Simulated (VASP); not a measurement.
SiO2: single point with PBE

The system is SiO2.

```xyz
6
Lattice="4.2332 0.0000 0.0000 0.0000 4.2332 0.0000 0.0000 0.0000 2.6935" Properties=species:S:1:pos:R:3 pbc="T T T"
Si    0.0000    0.0000    0.0000
Si    2.1166    2.1166    1.3467
O     3.4155    0.8177    1.3467
O     1.2989    1.2989    0.0000
O     0.8177    3.4155    1.3467
O     2.9343    2.9343    0.0000
```

```
Program             : VASP 6.6.1
Task                : single point
Functional          : PBE
Potentials or basis : VASP PAW PBE potentials, release 64 (Si, O)
Cutoff              : 600 eV
k mesh              : 4 × 4 × 6
Occupations         : gaussian, width 0.01 eV
Spin                : no spin polarisation
```

```json
{
 "Pressure": "-0.4 GPa",
 "Largest force": "0.006 eV/Å",
 "Band gap on the k mesh": "5.02 eV, direct"
}
```

Forces on the atoms (eV/Å):
```
Si   0.000  0.000  0.000
Si   0.000  0.000  0.000
O   -0.004  0.004  0.000
O   -0.004 -0.004  0.000
O    0.004 -0.004  0.000
O    0.004  0.004  0.000
```

Levels at points of the mesh, in eV from the valence-band top:
```csv
k point,band 14,band 15,band 16,band 17,band 18,band 19
"(0.00, 0.00, 0.00)",-0.85,-0.85,0.00,5.02,6.59,8.27
"(0.50, 0.00, 0.00)",-2.62,-1.04,-1.04,7.29,7.29,8.86
"(0.50, 0.50, 0.00)",-2.54,-2.16,-2.16,7.00,7.00,9.76
"(0.00, 0.00, 0.50)",-2.88,-2.56,-2.56,8.63,8.63,12.23
"(0.50, 0.00, 0.50)",-2.20,-1.67,-1.67,8.43,8.43,9.45
"(0.50, 0.50, 0.50)",-1.72,-1.47,-1.47,6.80,6.80,10.70
```

It took 65 s on 1 thread of AMD EPYC 7R13 (shared host), peak memory 0.15 GiB.

PBE gaps usually lie below the measured ones, often by a third to a half.
